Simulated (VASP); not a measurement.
# BaTiH3 (Pm-3m) in VASP: a series of runs, part 2 of 2

VASP 6.6.1. The steps go on from the part before.

## 3. Relaxation of cell and atoms, PBE+U

This run uses another cell than the first one, of 13.99 Å³/atom, 0.998 times its volume.

Contents of INCAR:

```
SYSTEM = BaTiH3
ALGO     = Normal         ! electronic algorithm
EDIFF    = 1E-6           ! SCF threshold, eV
EDIFFG   = -0.005         ! ionic threshold
ENCUT    = 600            ! plane-wave cutoff, eV
GGA      = PE             ! functional
IBRION   = 2              ! ionic algorithm
ISIF     = 3              ! what is computed and relaxed
ISMEAR   = 0              ! smearing method
LASPH    = .True.         ! aspherical terms in the spheres
LCHARG   = .False.        ! write CHGCAR
LDAU     = .True.         ! DFT+U
LDAUJ    = 0 0 0        
LDAUL    = -1 2 -1        ! shell
LDAUPRINT= 1            
LDAUTYPE = 2            
LDAUU    = 0 4 0          ! U, eV
LMAXMIX  = 4              ! l up to which the mixer works
LREAL    = .False.        ! projectors in reciprocal space
LWAVE    = .False.        ! write WAVECAR
NELM     = 150            ! most SCF steps
NSW      = 100            ! ionic steps
PREC     = Accurate       ! precision mode
SIGMA    = 0.1            ! smearing width, eV
```

Contents of KPOINTS:

```
k-points
0
Gamma
  10 10 10
  0 0 0
```

Contents of POSCAR:

```
BaTiH3
1.0
    4.1205289594      0.0000000000      0.0000000000
    0.0000000000      4.1205289594      0.0000000000
    0.0000000000      0.0000000000      4.1205289594
Ba Ti H
1 1 3
Direct
    0.5000000000      0.5000000000      0.5000000000
    0.0000000000      0.0000000000      0.0000000000
    0.5000000000      0.0000000000      0.0000000000
    0.0000000000      0.5000000000      0.0000000000
    0.0000000000      0.0000000000      0.5000000000
```

Potentials or basis: VASP PAW PBE potentials, release 64 (Ba_sv, Ti_sv, H).

The run is started by

```sh
$ cat potpaw_PBE.64/Ba_sv/POTCAR potpaw_PBE.64/Ti_sv/POTCAR potpaw_PBE.64/H/POTCAR > POTCAR
$ mpirun -np 1 vasp_std > vasp.out
```

OUTCAR:

```text
SYSTEM = BaTiH3
   EDIFF = 1E-6
   EDIFFG = -0.005
   ENCUT = 600
   GGA = PE
   IBRION = 2
   ISIF = 3
   ISMEAR = 0
   LASPH = .True.
   LREAL = .False.
   NELM = 150
   NSW = 100
   PREC = Accurate

 ion  position               nearest neighbor table
   1  0.500  0.500  0.500-   2 3.57   2 3.57   2 3.57   2 3.57   2 3.57   2 3.57   2 3.57   2 3.57

   2  0.000  0.000  0.000-   1 3.57   1 3.57   1 3.57   1 3.57   1 3.57   1 3.57   1 3.57   1 3.57

   3  0.500  0.000  0.000-
   4  0.000  0.500  0.000-
   5  0.000  0.000  0.500-

  LATTYP: Found a simple cubic cell.
 ALAT       =     4.1205289594

  Lattice vectors:

 A1 = (   4.1205289594,   0.0000000000,   0.0000000000)
 A2 = (   0.0000000000,   4.1205289594,   0.0000000000)
 A3 = (   0.0000000000,   0.0000000000,   4.1205289594)

Analysis of symmetry for initial positions (statically):
=====================================================================
 Subroutine PRICEL returns:
 Original cell was already a primitive cell.

 Routine SETGRP: Setting up the symmetry group for a
 simple cubic supercell.

[... 283 lines left out ...]
  o =  0.2573  v =  0.0000 -0.6083  0.0000  0.7937  0.0000  0.0000  0.0000  0.0000  0.0000  0.0000      0.0000  0.0000  0.0000  0.0000  0.0000  0.0000  0.0000  0.0000  0.0000  0.0000
  o =  0.2573  v =  1.0000  0.0000  0.0000  0.0000  0.0000  0.0000  0.0000  0.0000  0.0000  0.0000      0.0000  0.0000  0.0000  0.0000  0.0000  0.0000  0.0000  0.0000  0.0000  0.0000
  o =  0.2573  v =  0.0000  0.0000  0.0000  0.0000  0.0000  1.0000  0.0000  0.0000  0.0000  0.0000      0.0000  0.0000  0.0000  0.0000  0.0000  0.0000  0.0000  0.0000  0.0000  0.0000

--------------------------------------- Ionic step        3  -------------------------------------------

 number of electron      25.0000001 magnetization

 Free energy of the ion-electron system (eV)
  ---------------------------------------------------
  ext. energy  EPLUGINS =         0.00000000
  ---------------------------------------------------
  free energy    TOTEN  =       -17.63827705 eV

  energy without entropy =      -17.59131665  energy(sigma->0) =      -17.61479685

 E-fermi :   4.5442     XC(G=0):  -9.6564

 val. band max:        4.5422406603   @ k =   0.5000   0.3000   0.3000
 cond. band min:       4.5462859567   @ k =   0.5000   0.2000   0.2000
 fundamental gap:      0.0040452964
 Fermi energy:         4.5441699182

 k-point     1 :       0.0000    0.0000    0.0000
  band No.  band energies     occupation
      1     -53.6269      2.00000
      2     -29.8804      2.00000
      3     -29.8804      2.00000
      4     -29.8804      2.00000
      5     -23.5569      2.00000
      6      -8.6263      2.00000
[... 433 lines left out ...]
      3     -29.8813      2.00000
      4     -29.8812      2.00000
      5     -23.5188      2.00000
      6      -9.1221      2.00000
[... 8 lines left out ...]
     15       6.1705      0.00000
     16       6.2119      0.00000

 [... further k-points ...]

------------------------ aborting loop because EDIFF is reached ----------------------------------------

  FORCE on cell =-STRESS in cart. coord.  units (eV):
  Direction    XX          YY          ZZ          XY          YZ          ZX
  --------------------------------------------------------------------------------------
  -------------------------------------------------------------------------------------
  Total        0.0172422      0.0172422      0.0172422     -0.0000000      0.0000000     -0.0000000
  in kB        0.3929200      0.3929200      0.3929200     -0.0000000      0.0000000     -0.0000000
  external PRESSURE =       0.3929200 kB  Pullay stress =       0.0000000 kB
[... 20 lines left out ...]
  FREE ENERGIE OF THE ION-ELECTRON SYSTEM (eV)
  ---------------------------------------------------
  free  energy   TOTEN  =       -17.6382770458 eV

  energy  without entropy=      -17.5913166454  energy(sigma->0) =      -17.61479685

 reached required accuracy - stopping structural energy minimisation
```

It took 2.6 min on 1 thread of Intel Xeon Platinum 8375C at 2.90GHz (Ice Lake), shared host; peak memory 0.27 GiB.

What came out:

```yaml
Free_energy: -17.6383 eV
Relaxed_volume: 14.06 Å³/atom
Relaxed_cell: a = 4.127 Å, b = 4.127 Å, c = 4.127 Å, α = 90.00°, β = 90.00°, γ = 90.00°
Space_group_after_relaxing_to_0.05_Å: Pm-3m (No. 221)
Energy_gained_by_relaxing: 0.1 meV/atom
Ionic_steps: 3
Pressure_after_relaxing: 0.0 GPa
```

Step by step:
```
step  energy change (eV)  largest force (eV/Å)  pressure (GPa)  volume (Å³)
   1              0.0000                0.0000            0.31        69.96
   2             -0.0003                0.0000            0.07        70.23
   3             -0.0003                0.0000            0.04        70.31
```

Final structure:
```
CELL_PARAMETERS angstrom
4.12731 0.00000 0.00000
0.00000 4.12731 0.00000
0.00000 0.00000 4.12731
ATOMIC_POSITIONS crystal
Ba 0.50000 0.50000 0.50000
Ti 0.00000 0.00000 0.00000
H 0.50000 0.00000 0.00000
H 0.00000 0.50000 0.00000
H 0.00000 0.00000 0.50000
```

Levels at points of the mesh, in eV from the Fermi level:
```
           k point  band 10  band 11  band 12  band 13  band 14  band 15
(0.00, 0.00, 0.00)    -4.82    -4.82     0.56     0.56     0.56     2.49
(0.50, 0.00, 0.00)    -5.24    -4.33     0.47     0.47     0.65     0.82
(0.50, 0.50, 0.00)    -3.94    -3.94    -1.45    -0.35    -0.35     1.03
(0.50, 0.50, 0.50)    -4.99    -4.99     0.07     0.07     0.07     1.06
```

Eigenvalues of the final occupation matrices:
| site | spin | trace | eigenvalues |
| --- | --- | --- | --- |
| site 2 d | 1 | 0.94 | 0.08 0.08 0.26 0.26 0.26 |
| site 2 d | 2 | 0.94 | 0.08 0.08 0.26 0.26 0.26 |

Caveat: spin-orbit coupling is left out, which moves the levels of the heavy elements; U without spin polarisation on a metal has little footing; the U is typed as a test and isn't derived for this compound.

## 4. Single point, PBE+U

This run uses another cell than the first one, of 13.99 Å³/atom, 0.998 times its volume.

Contents of INCAR:

```
SYSTEM = BaTiH3
PREC = Accurate ; ENCUT = 520
EDIFF = 1E-6 ; ISMEAR = 0
SIGMA = 0.1 ; LREAL = .FALSE.
LASPH = .TRUE. ; NELM = 150
ALGO = Normal ; ISIF = 2
LWAVE = .FALSE. ; LCHARG = .TRUE.
LMAXMIX = 4 ; LDAU = .TRUE.
LDAUTYPE = 2 ; LDAUL = -1 2 -1
LDAUU = 0 4 0 ; LDAUJ = 0 0 0
LDAUPRINT = 1 ; GGA = PE
LELF = .TRUE. ; LVHAR = .TRUE.
NBANDS = 20
```

Contents of KPOINTS:

```
Automatic mesh
0
G
  6 6 6
  0 0 0
```

POSCAR is that of step 3.

The run is started by

```sh
$ cat potpaw_PBE.64/Ba_sv/POTCAR potpaw_PBE.64/Ti_sv/POTCAR potpaw_PBE.64/H/POTCAR > POTCAR
$ mpirun -np 1 vasp_std > vasp.out
```

Run time: 31 s. Hardware: 1 thread of Intel Xeon Platinum 8375C at 2.90GHz (Ice Lake), shared host; peak memory 0.19 GiB.

It converged, with:

```yaml
Free_energy: -17.6323 eV
Pressure: 0.1 GPa
```

Levels at points of the mesh, in eV from the Fermi level:
```
           k point  band 9  band 10  band 11  band 12  band 13  band 14  band 15  band 16
(0.00, 0.00, 0.00)   -7.63    -4.83    -4.83     0.57     0.57     0.57     2.50     2.50
(0.50, 0.00, 0.00)   -5.51    -5.25    -4.34     0.48     0.48     0.65     0.83     1.46
(0.50, 0.50, 0.00)   -6.05    -3.94    -3.94    -1.46    -0.35    -0.35     1.04     1.56
(0.50, 0.50, 0.50)   -5.00    -5.00    -5.00     0.08     0.08     0.08     1.08     1.60
```

Eigenvalues of the final occupation matrices:
```tsv
site	spin	trace	eigenvalues
site 2 d	1	0.94	0.08 0.08 0.26 0.26 0.26
site 2 d	2	0.94	0.08 0.08 0.26 0.26 0.26
```

Caveat: spin-orbit coupling is left out, which moves the levels of the heavy elements; U without spin polarisation on a metal has little footing; the U is typed as a test and isn't derived for this compound.

## 5. Relaxation of cell and atoms, PBE+U

This run uses another cell than the first one, of 8.69 Å³/atom, 0.620 times its volume.

Contents of INCAR:

```
SYSTEM = BaTiH3
PREC = Accurate
ENCUT = 600
EDIFF = 1E-6
ISMEAR = 0
SIGMA = 0.1
LREAL = .False.
LASPH = .True.
NELM = 150
ALGO = Normal
ISIF = 3
LWAVE = .False.
LCHARG = .False.
LMAXMIX = 4
LDAU = .True.
LDAUTYPE = 2
LDAUL = -1 2 -1
LDAUU = 0 4 0
LDAUJ = 0 0 0
LDAUPRINT = 1
GGA = PE
IBRION = 2
NSW = 100
EDIFFG = -0.05
```

Contents of KPOINTS:

```
Automatic mesh
0
Gamma
  6 6 6
  0 0 0
```

Changes to POSCAR since step 4:

```diff
@@ -2,5 +2,5 @@
 1.0
-    4.1205289594      0.0000000000      0.0000000000
-    0.0000000000      4.1205289594      0.0000000000
-    0.0000000000      0.0000000000      4.1205289594
+    3.5161740300      0.0000000000      0.0000000000
+    0.0000000000      3.5161740300      0.0000000000
+    0.0000000000      0.0000000000      3.5161740300
 Ba Ti H
```

The run is started by

```sh
$ cat potpaw_PBE.64/Ba_sv/POTCAR potpaw_PBE.64/Ti_sv/POTCAR potpaw_PBE.64/H/POTCAR > POTCAR
$ mpirun -np 1 vasp_std > vasp.out
```

It took 74 s on 1 thread of Intel Xeon Platinum 8375C at 2.90GHz (Ice Lake), shared host; peak memory 0.17 GiB.

The run converged. Its results:

```yaml
Free_energy: -17.6068 eV
Relaxed_volume: 13.98 Å³/atom
Relaxed_cell: a = 4.119 Å, b = 4.119 Å, c = 4.119 Å, α = 90.00°, β = 90.00°, γ = 90.00°
Space_group_after_relaxing_to_0.05_Å: Pm-3m (No. 221)
Energy_gained_by_relaxing: 703.1 meV/atom
Ionic_steps: 4
Pressure_after_relaxing: 0.0 GPa
```

The path:
| step | energy change (eV) | largest force (eV/Å) | pressure (GPa) | volume (Å³) |
| --- | --- | --- | --- | --- |
| 1 | 0.0000 | 0.0000 | 61.70 | 43.47 |
| 2 | -3.5077 | 0.0000 | 1.43 | 68.12 |
| 3 | -3.5142 | 0.0000 | -0.62 | 70.70 |
| 4 | -3.5157 | 0.0000 | 0.00 | 69.89 |

Final structure:
```cif
data_structure
_symmetry_space_group_name_H-M 'P 1'
_symmetry_Int_Tables_number 1
_cell_length_a 4.1192
_cell_length_b 4.1192
_cell_length_c 4.1192
_cell_angle_alpha 90.000
_cell_angle_beta 90.000
_cell_angle_gamma 90.000
_cell_volume 69.89
loop_
_atom_site_label
_atom_site_type_symbol
_atom_site_fract_x
_atom_site_fract_y
_atom_site_fract_z
_atom_site_occupancy
Ba1 Ba 0.50000 0.50000 0.50000 1
Ti1 Ti 0.00000 0.00000 0.00000 1
H1 H 0.50000 0.00000 0.00000 1
H2 H 0.00000 0.50000 0.00000 1
H3 H 0.00000 0.00000 0.50000 1
```

Levels at points of the mesh, in eV from the Fermi level:
| k point | band 8 | band 9 | band 10 | band 11 | band 12 | band 13 | band 14 | band 15 | band 16 |
| --- | --- | --- | --- | --- | --- | --- | --- | --- | --- |
| (0.00, 0.00, 0.00) | -13.16 | -7.63 | -4.84 | -4.84 | 0.57 | 0.57 | 0.57 | 2.50 | 2.50 |
| (0.50, 0.00, 0.00) | -13.10 | -5.51 | -5.25 | -4.35 | 0.48 | 0.48 | 0.83 | 1.46 | 1.50 |
| (0.50, 0.50, 0.00) | -13.03 | -6.06 | -3.93 | -3.93 | -1.46 | -0.35 | -0.35 | 1.04 | 1.56 |
| (0.50, 0.50, 0.50) | -13.60 | -5.00 | -5.00 | -5.00 | 0.08 | 0.08 | 0.08 | 1.08 | 1.60 |

Eigenvalues of the final occupation matrices:
| site | spin | trace | eigenvalues |
| --- | --- | --- | --- |
| site 2 d | 1 | 0.94 | 0.08 0.08 0.26 0.26 0.26 |
| site 2 d | 2 | 0.94 | 0.08 0.08 0.26 0.26 0.26 |

Caveat: the electronic state changed during the relaxation; the volume moved by over 15 % at a fixed basis, so the end points are rough; spin-orbit coupling is left out, which moves the levels of the heavy elements; U without spin polarisation on a metal has little footing; the U is typed as a test and isn't derived for this compound.

## 6. Summary

| task | cell | k mesh | cutoff (eV) | gap on the mesh (eV) | pressure (GPa) | relaxed volume (Å³/atom) |
| --- | --- | --- | --- | --- | --- | --- |
| single point | a = 4.124 Å, 5 atoms | 10 × 10 × 10 | 520 | none | 0.1 | - |
| relaxation of cell and atoms | relaxed from a = 4.121 Å, 5 atoms | 10 × 10 × 10 | 600 | none | 0.0 | 14.06 |
| single point | a = 4.121 Å, 5 atoms | 6 × 6 × 6 | 520 | none | 0.1 | - |
| relaxation of cell and atoms | relaxed from a = 3.516 Å, 5 atoms | 6 × 6 × 6 | 600 | none | 0.0 | 13.98 |

Alike in all rows: level PBE+U; potentials or basis VASP PAW PBE potentials, release 64 (Ba_sv, Ti_sv, H); no spin polarisation; Ti d U = 4.0 eV; smearing gaussian 0.1 eV.

Caveats: spin-orbit coupling is left out, which moves the levels of the heavy elements; U without spin polarisation on a metal has little footing; the U is typed as a test and isn't derived for this compound; the electronic state changed during the relaxation (some runs); the volume moved by over 15 % at a fixed basis, so the end points are rough (some runs).

Total energies depend on the potentials used, so only differences within one code and one set of settings carry meaning.
